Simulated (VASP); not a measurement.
**SiC (Moissanite): single point with PBE**

Crystal: SiC (Moissanite).

```xyz
4
Lattice="2.9698 0.0000 0.0000 -1.4849 2.5720 0.0000 0.0000 0.0000 4.8738" Properties=species:S:1:pos:R:3 pbc="T T T"
Si    0.0000    1.7146    0.0000
Si    1.4849    0.8573    2.4369
C     0.0000    1.7146    1.8764
C     1.4849    0.8573    4.3133
```

```yaml
Program: VASP 6.6.1
Task: single point
Functional: PBE
Potentials_or_basis: VASP PAW PBE potentials, release 64 (Si, C)
Cutoff: 600 eV
k_mesh: 12 × 12 × 4
Occupations: gaussian, width 0.01 eV
Spin: no spin polarisation
```

```
Pressure               : 32.7 GPa
Largest force          : 0.931 eV/Å
Band gap on the k mesh : 2.12 eV, indirect (least direct gap 4.29 eV)
```

Forces in eV/Å, atoms in the order of the input:
```
Si   0.000  0.000  0.931
Si   0.000  0.000  0.931
C    0.000  0.000 -0.931
C    0.000  0.000 -0.931
```

Stress tensor (GPa, compression positive):
```
36.05  0.00  0.00
 0.00 36.05  0.00
 0.00  0.00 25.94
```

Levels at points of the mesh, in eV from the valence-band top:
| k point | band 6 | band 7 | band 8 | band 9 | band 10 | band 11 |
| --- | --- | --- | --- | --- | --- | --- |
| (0.00, 0.00, 0.00) | -0.27 | -0.27 | 0.00 | 5.58 | 7.11 | 7.15 |
| (0.50, 0.00, 0.00) | -3.75 | -3.57 | -1.50 | 2.79 | 4.32 | 7.56 |
| (0.00, 0.00, 0.50) | -0.98 | -0.98 | -0.98 | 6.66 | 6.66 | 7.77 |
| (0.50, 0.00, 0.50) | -2.82 | -2.45 | -2.45 | 3.38 | 3.38 | 5.49 |

Wall time 28 s on 1 thread of AMD EPYC 7R43 64-Core Processor (Zen 3), with other jobs on the host, peak memory 0.14 GiB.

A k mesh can miss the band edges. Expect the measured gap to be larger: semilocal functionals such as PBE lack the derivative discontinuity.
